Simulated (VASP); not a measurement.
Write the native input for VASP 6.6.1 that does the following.

```yaml
Task: single point
Functional: PBE
Potentials_or_basis: VASP PAW PBE potentials, release 64 (Rh_pv, N)
Cutoff: 520 eV
k_mesh: 4 × 4 × 4
Occupations: gaussian, width 0.1 eV
Spin: collinear spin, ferromagnetic start
Starting_moments: "[1.0, 1.0, 1.0, 0.0, 0.0, 0.0, 0.0] μB"
Dipole_correction: no
Further_INCAR_settings: ALGO = Normal; EDIFF = 1e-06; NBANDS = 46
```

The structure of Rh3N4 lies in POSCAR:

```
Rh3N4
1.0
    4.0461774500      0.0000000000      0.0000000000
    0.0000000000      4.0461774500      0.0000000000
    0.0000000000      0.0000000000      4.0461774500
Rh N
3 4
Direct
    0.5000000000      0.5000000000      0.0000000000
    0.0000000000      0.5000000000      0.5000000000
    0.5000000000      0.0000000000      0.5000000000
    0.5000000000      0.5000000000      0.5000000000
    0.5000000000      0.0000000000      0.0000000000
    0.0000000000      0.5000000000      0.0000000000
    0.0000000000      0.0000000000      0.5000000000
```

The cell was built from a structure type or drawn by symmetry, and may not be a known phase.

These files were run (other wordings do the same):

INCAR

```
SYSTEM = Rh3N4
ALGO = Normal
EDIFF = 1E-6
ENCUT = 520
GGA = PE
ISIF = 2
ISMEAR = 0
ISPIN = 2
LASPH = .True.
LCHARG = .False.
LMAXMIX = 4
LORBIT = 11
LREAL = .False.
LWAVE = .False.
MAGMOM = 1 1 1 0 0 0 0
NBANDS = 46
NELM = 150
PREC = Accurate
SIGMA = 0.1
```

KPOINTS

```
k-points
0
Gamma
  4 4 4
  0 0 0
```

Potentials or basis: VASP PAW PBE potentials, release 64 (Rh_pv, N).

Run with:

```sh
$ cat potpaw_PBE.64/Rh_pv/POTCAR potpaw_PBE.64/N/POTCAR > POTCAR
$ mpirun -np 1 vasp_std > vasp.out
```

It gave:

- Pressure: 37.3 GPa
- Net moment: 0.87 μB per cell
- Site moments: Rh +0.10; N +0.03, +0.13 (each value once) μB
- Valence electrons inside the program's atomic spheres: Rh 13.97; N 3.77, 3.65 (each value once)

Caveat: the k points lie up to 0.39 Å⁻¹ apart.

Wall time 86 s on 1 thread of Intel(R) Xeon(R) 6975P-C (Granite Rapids) (shared host), peak memory 0.21 GiB.
